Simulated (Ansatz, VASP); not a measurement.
## SrTiO3: VASP beside Ansatz

The input POSCAR:

```
SrTiO3
1.0
    4.0240570466      0.0000000000      0.0000000000
    0.0000000000      4.0240570466      0.0000000000
    0.0000000000      0.0000000000      3.8422348203
Sr Ti O
1 1 3
Direct
    0.0000000000      0.0000000000      0.0000000000
    0.5000000000      0.5000000000      0.5000000000
    0.5000000000      0.5000000000      0.0000000000
    0.5000000000      0.0000000000      0.5000000000
    0.0000000000      0.5000000000      0.5000000000
```

Contents of INCAR.step1:

```
SYSTEM = SrTiO3
  PREC = Accurate
  ENCUT = 520
  ISMEAR = 0
  SIGMA = 0.01
  LREAL = .False.
  LASPH = .True.
  NELM = 150
  LNONCOLLINEAR = .True.
  MAGMOM = 0 0 0 0 0 0 0 0 0 0 0 0 0 0 0
  LSORBIT = .True.
  GGA_COMPAT = .False.
  LMAXMIX = 4
  NBANDS = 55
  GGA = PE
  ALGO = Normal
  EDIFF = 1E-4
  LWAVE = .True.
  LCHARG = .False.
```

File INCAR.step2:

```
SYSTEM = SrTiO3
  PREC = Accurate
  ENCUT = 520
  EDIFF = 1E-6
  ISMEAR = 0
  SIGMA = 0.01
  LREAL = .False.
  LASPH = .True.
  NELM = 150
  ALGO = Normal
  ISIF = 2
  LWAVE = .False.
  LCHARG = .True.
  LNONCOLLINEAR = .True.
  MAGMOM = 0 0 0 0 0 0 0 0 0 0 0 0 0 0 0
  LORBIT = 11
  LSORBIT = .True.
  GGA_COMPAT = .False.
  LORBMOM = .True.
  LMAXMIX = 4
  METAGGA = R2SCAN
  LMIXTAU = .True.
  LVHAR = .True.
  NBANDS = 55
  ISTART = 1
```

File KPOINTS:

```
regular mesh
0
Gamma
  6 6 6
  0 0 0
```

Input for Ansatz:

```yaml
crystal:
  lattice:
    - [4.0240570466, 0.0, 0.0]
    - [0.0, 4.0240570466, 0.0]
    - [0.0, 0.0, 3.8422348203]
  atoms:
    - { symbol: Sr, position: [0.0, 0.0, 0.0] }
    - { symbol: Ti, position: [0.5, 0.5, 0.5] }
    - { symbol: O, position: [0.5, 0.5, 0.0] }
    - { symbol: O, position: [0.5, 0.0, 0.5] }
    - { symbol: O, position: [0.0, 0.5, 0.5] }
kpoints:
  mp_grid: { grid: [6, 6, 6] }
  band_path:
    path: [[0.0, 0.0, 0.0], [0.0, 0.5, 0.0], [0.5, 0.5, 0.0], [0.5, 0.5, 0.5]]
    npoints: 1
hamiltonian:
  xc: r2scan
scf:
  occupations: { method: fixed }
  n_extra_bands: 10
magnetization:
  noncollinear: true
  spin_orbit: true
output:
  forces: true
  stress: true
  eigenvalues: true
```

Change from the starting cell: epitaxial_xy strain +3.0%.

Alike in both runs: task single point; functional r2SCAN; k mesh 6 × 6 × 6; non-collinear spin, spin-orbit coupling.

|  | VASP | Ansatz |
| --- | --- | --- |
| version | VASP 6.6.1 | Ansatz 0.2.0 |
| potentials or method | VASP PAW PBE potentials, release 64 (Sr_sv, Ti_sv, O) | plane waves, PAW |
| plane-wave cutoff (eV) | 520 | 500 |
| occupations | gaussian, width 0.01 eV | fixed |
| valence electrons in the cell | 40 | 40 |

Ansatz gave:

| Property | Result |
| --- | --- |
| pressure (GPa) | -6.8 |
| traceless stress, the component that is largest in VASP (GPa) | 6.75 |
| net moment per atom (μB) | 0.00 |

Question: Which values does VASP return?

Answer: Pressure (GPa): -6.0; traceless stress, the component that is largest in VASP (GPa): 6.89; net moment per atom (μB): 0.00.

VASP's potentials were made for PBE, not for r2SCAN.
